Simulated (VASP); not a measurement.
MoS2:

```xyz
3
Lattice="6.3832 0.0000 0.0000 5.5955 3.0716 0.0000 5.5955 1.4348 2.7159" Properties=species:S:1:pos:R:3 pbc="T T T"
Mo    0.0000    0.0000    0.0000
S    13.1807    3.3798    2.0369
S     4.3936    1.1266    0.6790
```

Base run:

| Item | Value |
| --- | --- |
| Program | VASP 6.6.1 |
| Functional | BLYP |
| Potentials or basis | VASP PAW PBE potentials, release 64 (Mo_sv, S) |
| Cutoff | 520 eV |
| k mesh | 11 × 11 × 11 |
| Occupations | fermi-dirac, width 0.1 eV |
| Spin | no spin polarisation |

Its results: band gap on the k mesh zero (bands 13 and 14 overlap by 0.59 eV); pressure 15.7 GPa; largest force 1.366 eV/Å.

The run is repeated on the same cell with these changes: functional from BLYP to PBEsol. What comes out?

Band gap on the k mesh zero (bands 13 and 14 overlap by 0.54 eV); pressure 3.0 GPa; largest force 0.764 eV/Å.

PBEsol binds more tightly than BLYP, so the same cell stands under less pressure.

Caveats: the PAW data sets were made with another functional, which shifts forces and pressure a little; the cell stands under pressure (at least some runs).
